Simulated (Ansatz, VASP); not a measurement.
**Two plane-wave programs on LiF**

```
Li F
1.0
    -5.24623    0.13169   -0.37994
    -2.75233    4.93779   -0.95258
    -2.87858    0.86083   -5.27213
Li F
6 6
Direct
  0.92172 0.00645 0.83593
  0.50196 0.65857 0.47069
  0.68716 0.09560 0.51591
  0.18181 0.85456 0.16422
  0.12565 0.37667 0.86834
  0.42007 0.27438 0.16309
  0.58441 0.33450 0.76435
  0.08664 0.18738 0.23319
  0.27761 0.04188 0.78028
  0.74473 0.91307 0.24334
  0.01107 0.75574 0.68789
  0.45715 0.50119 0.27278
```

Change from the starting cell: cell x2, atoms moved at random (sigma 0.15 Å) and cell strained at random (1.5 %), then relaxed without symmetry.

Alike in both runs: functional PBE; k mesh 4 × 4 × 4; occupations gaussian, width 0.1 eV; no spin polarisation.

Ansatz relaxed the structure, and its values are those at the end. VASP's run is a single point on that final structure, the one shown.

|  | VASP | Ansatz |
| --- | --- | --- |
| version | VASP 6.6.1 | Ansatz 0.2.0 |
| potentials or method | VASP PAW PBE potentials, release 64 (Li_sv, F), cutoff 520 eV | scalar-relativistic, plane waves, PAW |
| valence electrons in the cell | 60 | 60 |

```csv
,VASP,Ansatz,Ansatz less VASP
gap on the k mesh at the Fermi level (eV),7.13,7.14,+0.009
least direct gap on the mesh (eV),7.13,7.14,+0.009
rms of the force components (eV/Å),0.008,0.005,-0.0040
```

Noted on VASP's run: the cutoff is short for stress, so the pressure is rough.
